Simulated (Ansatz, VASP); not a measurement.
**Co: VASP and Ansatz over several settings**

```
Co
1.0
     2.50384    0.00000    0.00000
    -1.25192    2.16839    0.00000
     0.00000    0.00000    4.09020
Co
2
Direct
  0.33333 0.66667 0.74014
  0.66667 0.33333 0.25986
```

Single points on this cell with VASP 6.6.1 and Ansatz 0.2.0. Each row is one pair of runs. Alike in all rows: spin: collinear, typed start; k mesh: 12 × 12 × 7; smearing: fermi-dirac, width 0.05 eV.

| level | VASP's potentials, cutoff | Ansatz's potentials, cutoff | gap on the k mesh at the Fermi level (eV), VASP | gap on the k mesh at the Fermi level (eV), Ansatz | pressure (GPa), VASP | pressure (GPa), Ansatz | rms of the force components (eV/Å), VASP | rms of the force components (eV/Å), Ansatz |
| --- | --- | --- | --- | --- | --- | --- | --- | --- |
| PBEsol | VASP PAW PBE potentials, release 64 (Co_sv), 600 eV | Ansatz PAW, 420 eV | none | none | -16.6 | -13.0 | 0.217 | 0.220 |
| LDA | VASP PAW LDA potentials, release 64 (Co_sv), 600 eV | Ansatz PAW, 420 eV | none | none | -24.9 | -21.0 | 0.204 | 0.199 |
| r2SCAN | VASP PAW PBE potentials, release 64 (Co_sv), 660 eV | Ansatz PAW, 500 eV | none | none | -9.9 | -7.5 | 0.081 | 0.077 |

Pressure (GPa): the two programs differ by at most 3.9; rms of the force components (eV/Å): the two programs differ by at most 0.0051.

A gap of «none» marks a metal or a gap that the smearing closes.

Noted on Ansatz's runs: the magnetic or orbital state may not be the lowest.
